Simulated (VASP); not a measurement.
**RbBr: single point with PBE**

RbBr:

```
CELL_PARAMETERS angstrom
0.00000 3.42700 3.42700
3.42700 0.00000 3.42700
3.42700 3.42700 0.00000
ATOMIC_POSITIONS crystal
Rb 0.00000 0.00000 0.00000
Br 0.50000 0.50000 0.50000
```

| Property | Result |
| --- | --- |
| Program | VASP 6.6.1 |
| Task | single point |
| Functional | PBE |
| Potentials or basis | VASP PAW PBE potentials, release 64 (Rb_sv, Br) |
| Cutoff | 500 eV |
| k mesh | 6 × 6 × 6 |
| Occupations | gaussian, width 0.02 eV |
| Spin | no spin polarisation |
| Dipole correction | no |
| Further INCAR settings | ALGO = Normal; EDIFF = 1e-06; NBANDS = 15 |

* Pressure: 1.0 GPa
* Band gap on the k mesh: 4.36 eV, direct

Levels at points of the mesh, in eV from the valence-band top:
```tsv
k point	band 6	band 7	band 8	band 9	band 10	band 11
(0.00, 0.00, 0.00)	0.00	0.00	0.00	4.36	7.28	7.28
(0.50, 0.00, 0.00)	-0.99	-0.36	-0.36	6.81	7.72	9.49
(0.50, 0.50, 0.00)	-0.47	-0.16	-0.16	5.61	7.13	9.20
```

It took 32 s on 1 thread of Intel Xeon 8259CL, on a shared host, peak memory 0.2 GiB.
